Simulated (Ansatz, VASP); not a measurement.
# MgO in VASP and in Ansatz

INCAR

```
PREC = Accurate
ENCUT = 520
EDIFF = 1E-7
ISMEAR = 0
SIGMA = 0.05
LREAL = F
LASPH = T
NELM = 80
ALGO = Normal
ISIF = 2
LWAVE = F
LCHARG = T
GGA = PS
LELF = T
LVHAR = T
NBANDS = 11
```

The input KPOINTS:

```
Automatic mesh
0
Gamma
  10 10 10
```

Contents of POSCAR:

```
MgO
1.0
    0.0000000000      2.1075959641      2.1075959641
    2.1075959641      0.0000000000      2.1075959641
    2.1075959641      2.1075959641      0.0000000000
Mg O
1 1
Direct
    0.0000000000      0.0000000000      0.0630901012
    0.5000000000      0.5000000000      0.4041562029
```

Input for Ansatz:

```yaml
crystal:
  lattice:
    - [0.0, 2.1075959641, 2.1075959641]
    - [2.1075959641, 0.0, 2.1075959641]
    - [2.1075959641, 2.1075959641, 0.0]
  atoms:
    - { symbol: Mg, position: [0.0, 0.0, 0.0630901012] }
    - { symbol: O, position: [0.5, 0.5, 0.4041562029] }
basis:
  ecutwfc: 520.0
kpoints:
  mp_grid: { grid: [10, 10, 10] }
hamiltonian:
  xc: pbesol
  pseudopotentials: { kind: paw, azcp: { folder: soft_1 } }
scf:
  occupations: { method: gaussian, width: 0.05 }
output:
  forces: true
  stress: true
  eigenvalues: true
```

Change from the starting cell: mode 4 frozen in at -0.202 Å and mode 5 at -0.202 Å (largest displacements).

Alike in both runs: task single point; functional PBEsol; k mesh 10 × 10 × 10; occupations gaussian, width 0.05 eV; no spin polarisation.

```csv
,VASP,Ansatz
version,VASP 6.6.1,Ansatz 0.2.0
potentials or method,"VASP PAW PBE potentials, release 64 (Mg, O), cutoff 520 eV","scalar-relativistic, plane waves, PAW"
valence electrons in the cell,8,16
```

Ansatz gave:

| Property | Result |
| --- | --- |
| gap on the k mesh at the Fermi level (eV) | 4.47 |
| least direct gap on the mesh (eV) | 4.51 |
| pressure (GPa) | 21.3 |
| traceless stress, the component that is largest in VASP (GPa) | -25.45 |
| rms of the force components (eV/Å) | 1.842 |

Task: Estimate VASP's values.

Result: gap on the k mesh at the Fermi level (eV): 4.48; least direct gap on the mesh (eV): 4.51; pressure (GPa): 21.4; traceless stress, the component that is largest in VASP (GPa): -26.14; rms of the force components (eV/Å): 1.884.

VASP's potentials were made for PBE, not for PBEsol, and Ansatz warns of the same on its side. Atom by atom the forces differ by 0.042 eV/Å (rms over components). VASP's potentials hold 8 valence electrons a cell and Ansatz's 16, so a difference there can come from the potentials and not from the codes.
